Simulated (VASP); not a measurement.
# RuS2 (I4/mmm) in VASP: single point with r2SCAN

Aim: the single point of RuS2 with r2SCAN.

All numbers are computed with VASP 6.6.1; they aren't measurements. Logs are shortened: lines on timing, memory, paths and dates and some standing lists are left out, and cuts for length are marked.

## 1. The cell of the first run

Symmetry: I4/mmm, No. 139, tetragonal system. Conventional cell: a = 3.235 Å, b = 3.235 Å, c = 11.364 Å, α = 90.00°, β = 90.00°, γ = 90.00°. Within 3.8 Å of S (site symmetry 4mm) lie 4 Ru at 2.92 Å and 9 S at 3.07 to 3.64 Å. Within 3.8 Å of Ru (site symmetry 4/mmm) lie 8 S at 2.92 Å and 4 Ru at 3.24 Å.

## 2. Single point, r2SCAN

Contents of POSCAR:

```
RuS2
1.0
    0.0000000000      3.2351350000      0.0000000000
    3.2351350000      0.0000000000      0.0000000000
    1.6175670000      1.6175670000     -5.6819260000
S Ru
2 1
Direct
    0.3400000000      0.3400000000      0.3200000000
    0.6600000000      0.6600000000      0.6800000000
    0.0000000000      0.0000000000      0.0000000000
```

Contents of INCAR.step1:

```
ALGO     = Normal         # electronic algorithm
EDIFF    = 1E-4           # SCF threshold, eV
ENCUT    = 520            # plane-wave cutoff, eV
GGA      = PE             # functional
ISMEAR   = -1             # smearing method
LASPH    = T              # aspherical terms in the spheres
LCHARG   = F              # write CHGCAR
LREAL    = F              # projectors in reciprocal space
LWAVE    = T              # write WAVECAR
NBANDS   = 20             # bands
NELM     = 60             # most SCF steps
PREC     = Accurate       # precision mode
SIGMA    = 0.0149         # smearing width, eV
```

Contents of INCAR.step2:

```
ALGO     = Normal         # electronic algorithm
EDIFF    = 1E-6           # SCF threshold, eV
ENCUT    = 520            # plane-wave cutoff, eV
ISIF     = 2              # what is computed and relaxed
ISMEAR   = -1             # smearing method
ISTART   = 1            
LASPH    = T              # aspherical terms in the spheres
LCHARG   = F              # write CHGCAR
LMIXTAU  = T            
LREAL    = F              # projectors in reciprocal space
LWAVE    = F              # write WAVECAR
METAGGA  = R2SCAN         # meta-GGA
NBANDS   = 20             # bands
NELM     = 60             # most SCF steps
PREC     = Accurate       # precision mode
SIGMA    = 0.0149         # smearing width, eV
```

Contents of KPOINTS:

```
k-points
0
Gamma
  11 11 11
```

Potentials or basis: VASP PAW PBE potentials, release 64 (S, Ru_pv).

Started as:

```
$ cat potpaw_PBE.64/S/POTCAR potpaw_PBE.64/Ru_pv/POTCAR > POTCAR
$ cp INCAR.step1 INCAR
$ mpirun -np 1 vasp_std > vasp.out
$ cp INCAR.step2 INCAR
$ mpirun -np 1 vasp_std > vasp.out
```

OUTCAR:

```text
EDIFF = 1E-6
   ENCUT = 520
   ISIF = 2
   ISMEAR = -1
   ISTART = 1
   LASPH = T
   LREAL = F
   METAGGA = R2SCAN
   NELM = 60
   PREC = Accurate

 ion  position               nearest neighbor table
   1  0.340  0.340  0.320-   3 2.92   3 2.92   3 2.92   3 2.92
   2  0.660  0.660  0.680-   3 2.92   3 2.92   3 2.92   3 2.92
   3  0.000  0.000  0.000-   1 2.92   2 2.92   2 2.92   2 2.92   1 2.92   1 2.92   2 2.92   1 2.92

  LATTYP: Found a body centered tetragonal cell.
 ALAT       =     3.2351350000
 C/A-ratio  =     3.5126361033

  Lattice vectors:

 A1 = (  -1.6175670000,   1.6175680000,   5.6819260000)
 A2 = (   1.6175680000,  -1.6175670000,   5.6819260000)
 A3 = (   1.6175670000,   1.6175670000,  -5.6819260000)

Analysis of symmetry for initial positions (statically):
=====================================================================
 Subroutine PRICEL returns:
 Original cell was already a primitive cell.

 Routine SETGRP: Setting up the symmetry group for a
 body centered tetragonal supercell.

 Subroutine GETGRP returns: Found 16 space group operations
 (whereof 16 operations were pure point group operations)
 out of a pool of 16 trial point group operations.

The static configuration has the point symmetry D_4h.

Analysis of symmetry for dynamics (positions and initial velocities):
=====================================================================
 Subroutine PRICEL returns:
 Original cell was already a primitive cell.

 Routine SETGRP: Setting up the symmetry group for a
 body centered tetragonal supercell.

 Subroutine GETGRP returns: Found 16 space group operations
 (whereof 16 operations were pure point group operations)
 out of a pool of 16 trial point group operations.

The dynamic configuration has the point symmetry D_4h.

 Subroutine INISYM returns: Found 16 space group operations
 (whereof 16 operations are pure point group operations),
 and found     1 'primitive' translations

----------------------------------------------------------------------------------------

                                     Primitive cell

  volume of cell :      59.4676

  direct lattice vectors                    reciprocal lattice vectors
     0.000000000  3.235135000  0.000000000     0.000000000  0.309106111  0.087998303
     3.235135000  0.000000000  0.000000000     0.309106111  0.000000000  0.087998303
     1.617567000  1.617567000 -5.681926000     0.000000000  0.000000000 -0.175996660

  length of vectors
     3.235135000  3.235135000  6.125139106     0.321388067  0.321388067  0.175996660

  position of ions in fractional coordinates (direct lattice)
     0.340000000  0.340000000  0.320000000
     0.660000000  0.660000000  0.680000000
     0.000000000  0.000000000  0.000000000

  ion indices of the primitive-cell ions
   primitive index   ion index
                 1           1
                 2           2
                 3           3

----------------------------------------------------------------------------------------

 KPOINTS: k-points

Automatic generation of k-mesh.
 Grid dimensions read from file:
 generate k-points for:   11   11   11

 Generating k-lattice:

  Cartesian coordinates                     Fractional coordinates (reciprocal lattice)
     0.000000000  0.028100556  0.007999846     0.090909091  0.000000000 -0.000000000
     0.028100556  0.000000000  0.007999846     0.000000000  0.090909091 -0.000000000
     0.000000000  0.000000000 -0.015999696     0.000000000  0.000000000  0.090909091

  Length of vectors
     0.029217097  0.029217097  0.015999696

  Shift w.r.t. Gamma in fractional coordinates (k-lattice)
     0.000000000  0.000000000  0.000000000

 Subroutine IBZKPT returns following result:
 ===========================================

 Found    126 irreducible k-points:

 Following reciprocal coordinates:
            Coordinates               Weight
  0.000000  0.000000  0.000000      1.000000
  0.090909  0.000000 -0.000000      8.000000
  0.181818  0.000000  0.000000      8.000000
  0.272727  0.000000 -0.000000      8.000000
  0.363636  0.000000 -0.000000      8.000000
  0.454545  0.000000 -0.000000      8.000000
[... 16 lines left out ...]
 -0.272727  0.181818  0.000000     16.000000
 -0.181818  0.181818  0.000000      4.000000
 [... further k-points ...]
   k-points           NKPTS =    126   k-points in BZ     NKDIM =    126   number of bands    NBANDS=     20
   number of dos      NEDOS =    301   number of ions     NIONS =      3
   total plane-waves  NPLWV =  27648
   dimension x,y,z NGX =    24 NGY =   24 NGZ =   48
   dimension x,y,z NGXF=    48 NGYF=   48 NGZF=   96
   ions per type =               2   1
   NGX,Y,Z   is equivalent  to a cutoff of  12.33, 12.33, 13.03 a.u.
   NGXF,Y,Z  is equivalent  to a cutoff of  24.67, 24.67, 26.06 a.u.
 SYSTEM =  unknown system
   PREC   = accura    normal or accurate (medium, high low for compatibility)
   ISTART =      1    job   : 0-new  1-cont  2-samecut
   ICHARG =      0    charge: 1-file 2-atom 10-const
   ISPIN  =      1    spin polarized calculation?
   LNONCOLLINEAR =      F non collinear calculations
   LSORBIT =      F    spin-orbit coupling
   LASPH  =      T    aspherical Exc in radial PAW
   ENCUT  =  520.0 eV  38.22 Ry    6.18 a.u.   6.02  6.02 11.39*2*pi/ulx,y,z
   NELM   =     60;   NELMIN=  2; NELMDL=  0     # of ELM steps
   EDIFF  = 0.1E-05   stopping-criterion for ELM
   LREAL  =      F    real-space projection
   EDIFFG = 0.1E-04   stopping-criterion for IOM
   NSW    =      0    number of steps for IOM
   IBRION =     -1    ionic relax: 0-MD 1-quasi-New 2-CG
   NFREE  =      0    steps in history (QN), initial steepest desc. (CG)
   ISIF   =      2    stress and relaxation
   ISYM   =      2    0-nonsym 1-usesym 2-fastsym
   POTIM  = 0.5000    time-step for ionic-motion
   TEBEG  =    0.0;   TEEND  =   0.0 temperature during run
   PSTRESS=    0.0 pullay stress
   NELECT =      26.0000    total number of electrons
   NUPDOWN=      -1.0000    fix difference up-down
   EMIN   =  10.00;   EMAX   =-10.00  energy-range for DOS
   EFERMI =   0.00;   METHOD = LEGACY
   ISMEAR =    -1;   SIGMA  =   0.01  broadening in eV -4-tet -1-fermi 0-gaus
   EFERMI_NEDOS =   21; number of points for ismear=-14 and -15
   IALGO  =     38    algorithm
   IMIX   =      4    mixing-type and parameters
     AMIX     =   0.40;   BMIX     =  1.00
     AMIX_MAG =   1.60;   BMIX_MAG =  1.00
  volume/ion in A,a.u.               =      19.82       133.77
  Fermi-wavevector in a.u.,A,eV,Ry     =   1.242527  2.348035 21.005670  1.543873
  Thomas-Fermi vector in A             =   2.376878
   LORBIT       =      0    0 simple, 1 ext, 2 COOP (PROOUT), +10 PAW based schemes
   METAGGA = R2SCAN    functional components
   LHFCALC =     F    Hartree Fock is set to
   AEXX    =    0.0000 exact exchange contribution
   IVDW    =     0    specifies the selected vdW correction
   LEPSILON=     F    determine dielectric tensor
   LRPA    =     F    only Hartree local field effects (RPA)
 non-spin polarized calculation
  energy-cutoff  :      520.00
  volume of cell :       59.47
 maximum number of plane-waves:      1623
   NGX = 13   NGY = 13   NGZ = 23

 number of electron      25.9999998 magnetization

 Free energy of the ion-electron system (eV)
  ---------------------------------------------------
  ext. energy  EPLUGINS =         0.00000000
  ---------------------------------------------------
  free energy    TOTEN  =       -38.26091150 eV

  energy without entropy =      -38.25822090  energy(sigma->0) =      -38.25956620

 E-fermi :   5.4804     XC(G=0): -11.2274

 val. band max:        5.4749901673   @ k =   0.4545   0.3636   0.0000
 cond. band min:       5.4837088914   @ k =  -0.3636  -0.4545   0.0909
 fundamental gap:      0.0087187241
 Fermi energy:         5.4803757812

 k-point     1 :       0.0000    0.0000    0.0000
  band No.  band energies     occupation
      1     -38.4292      2.00000
      2     -38.4292      2.00000
      3     -38.3560      2.00000
      4      -9.1962      2.00000
      5      -7.0458      2.00000
      6      -0.2394      2.00000
[... 12 lines left out ...]
     19      12.7881      0.00000
     20      14.8258      0.00000

 k-point     2 :       0.0909    0.0000   -0.0000
  band No.  band energies     occupation
      1     -38.4355      2.00000
      2     -38.4287      2.00000
      3     -38.3554      2.00000
      4      -9.1104      2.00000
      5      -7.0319      2.00000
      6      -0.1083      2.00000
[... 12 lines left out ...]
     19      13.3072      0.00000
     20      14.8259      0.00000

 k-point     3 :       0.1818    0.0000    0.0000
  band No.  band energies     occupation
      1     -38.4523      2.00000
      2     -38.4274      2.00000
      3     -38.3538      2.00000
      4      -8.8622      2.00000
      5      -6.9995      2.00000
      6       0.2492      2.00000
[... 12 lines left out ...]
     19      14.7357      0.00000
     20      14.8259      0.00000

 k-point     4 :       0.2727    0.0000   -0.0000
  band No.  band energies     occupation
      1     -38.4743      2.00000
      2     -38.4256      2.00000
      3     -38.3516      2.00000
      4      -8.4812      2.00000
      5      -6.9793      2.00000
      6       0.6647      2.00000
[... 12 lines left out ...]
     19      14.4072      0.00000
     20      14.8263      0.00000

 k-point     5 :       0.3636    0.0000   -0.0000
  band No.  band energies     occupation
      1     -38.4944      2.00000
      2     -38.4240      2.00000
      3     -38.3497      2.00000
      4      -8.0232      2.00000
      5      -7.0288      2.00000
      6       0.4716      2.00000
[... 12 lines left out ...]
     19      13.7701      0.00000
     20      14.8263      0.00000

 k-point     6 :       0.4545    0.0000   -0.0000
  band No.  band energies     occupation
      1     -38.5064      2.00000
      2     -38.4230      2.00000
      3     -38.3485      2.00000
      4      -7.5772      2.00000
      5      -7.2107      2.00000
      6       0.0028      2.00000
[... 12 lines left out ...]
     19      14.1314      0.00000
     20      14.8260      0.00000

 k-point     7 :       0.0909    0.0909   -0.0000
  band No.  band energies     occupation
      1     -38.4351      2.00000
      2     -38.4349      2.00000
      3     -38.3548      2.00000
      4      -9.0171      2.00000
      5      -7.0330      2.00000
      6       0.0569      2.00000
[... 12 lines left out ...]
     19      13.6005      0.00000
     20      14.8259      0.00000
[... 277 lines left out ...]
 k-point    20 :       0.4545    0.1818   -0.0000
  band No.  band energies     occupation
      1     -38.5040      2.00000
      2     -38.4456      2.00000
      3     -38.3464      2.00000
      4      -7.3149      2.00000
      5      -7.0449      2.00000
      6       0.2450      2.00000
[... 12 lines left out ...]
     19      13.8898      0.00000
     20      14.9720      0.00000

 k-point    21 :      -0.4545    0.1818    0.0000
  band No.  band energies     occupation
      1     -38.5040      2.00000
      2     -38.4456      2.00000
      3     -38.3464      2.00000
      4      -7.3869      2.00000
      5      -6.9662      2.00000
      6       0.3643      2.00000
[... 12 lines left out ...]
     19      13.9935      0.00000
     20      14.8306      0.00000

 k-point    22 :      -0.3636    0.1818    0.0000
  band No.  band energies     occupation
      1     -38.4922      2.00000
      2     -38.4467      2.00000
      3     -38.3476      2.00000
      4      -7.8006      2.00000
      5      -6.8110      2.00000
      6       0.7614      2.00000
[... 12 lines left out ...]
     19      14.3625      0.00000
     20      14.8257      0.00000

 k-point    23 :      -0.2727    0.1818    0.0000
  band No.  band energies     occupation
      1     -38.4722      2.00000
      2     -38.4484      2.00000
      3     -38.3495      2.00000
      4      -8.2264      2.00000
      5      -6.7959      2.00000
      6       0.7918      2.00000
[... 12 lines left out ...]
     19      14.8259      0.00000
     20      14.8817      0.00000

 k-point    24 :      -0.1818    0.1818    0.0000
  band No.  band energies     occupation
      1     -38.4508      2.00000
      2     -38.4499      2.00000
      3     -38.3516      2.00000
      4      -8.5762      2.00000
      5      -6.8624      2.00000
      6       0.5081      2.00000
[... 12 lines left out ...]
     19      14.8260      0.00000
     20      15.5391      0.00000

 [... further k-points ...]
[... 5 lines left out ...]
  --------------------------------------------------------------------------------------
  -------------------------------------------------------------------------------------
  Total       -8.7199508     -8.7199508    -10.4179854     -0.0000000     -0.0000009     -0.0000009
  in kB     -234.9331104   -234.9331104   -280.6815971     -0.0000000     -0.0000247     -0.0000247
  external PRESSURE =    -250.1826059 kB  Pullay stress =       0.0000000 kB

 VOLUME and BASIS-vectors are now :
 -----------------------------------------------------------------------------
  energy-cutoff  :      520.00
  volume of cell :       59.47
      direct lattice vectors                 reciprocal lattice vectors
     0.000000000  3.235135000  0.000000000     0.000000000  0.309106111  0.087998303
     3.235135000  0.000000000  0.000000000     0.309106111  0.000000000  0.087998303
     1.617567000  1.617567000 -5.681926000     0.000000000  0.000000000 -0.175996660

 POSITION                                       TOTAL-FORCE (eV/Angst)
 -----------------------------------------------------------------------------------
      1.61757      1.61757     -1.81822         0.000000      0.000000      3.123812
      3.23513      3.23513     -3.86371        -0.000000     -0.000000     -3.123812
      0.00000      0.00000      0.00000         0.000000      0.000000      0.000000
 -----------------------------------------------------------------------------------
    total drift:                                0.000000      0.000000     -0.000000

  FREE ENERGIE OF THE ION-ELECTRON SYSTEM (eV)
  ---------------------------------------------------
  free  energy   TOTEN  =       -38.2609115006 eV

  energy  without entropy=      -38.2582209038  energy(sigma->0) =      -38.25956620
```

Run time: 5 min. Hardware: 1 thread of Intel Xeon Platinum 8259CL at 2.50GHz (Skylake/Cascade Lake), shared host; peak memory 0.27 GiB.

Results:

* Free energy: -38.2609 eV
* Pressure: -25.0 GPa
* Largest force: 3.124 eV/Å
* Band gap on the k mesh: zero (band 13 reaches 5.76 eV, above the bottom of band 14 at 5.17 eV)

Forces in eV/Å, atoms in the order of the input:
```
S    0.000  0.000  3.124
S    0.000  0.000 -3.124
Ru   0.000  0.000  0.000
```

Caveat: the PAW data sets were made with another functional, which shifts forces and pressure a little.
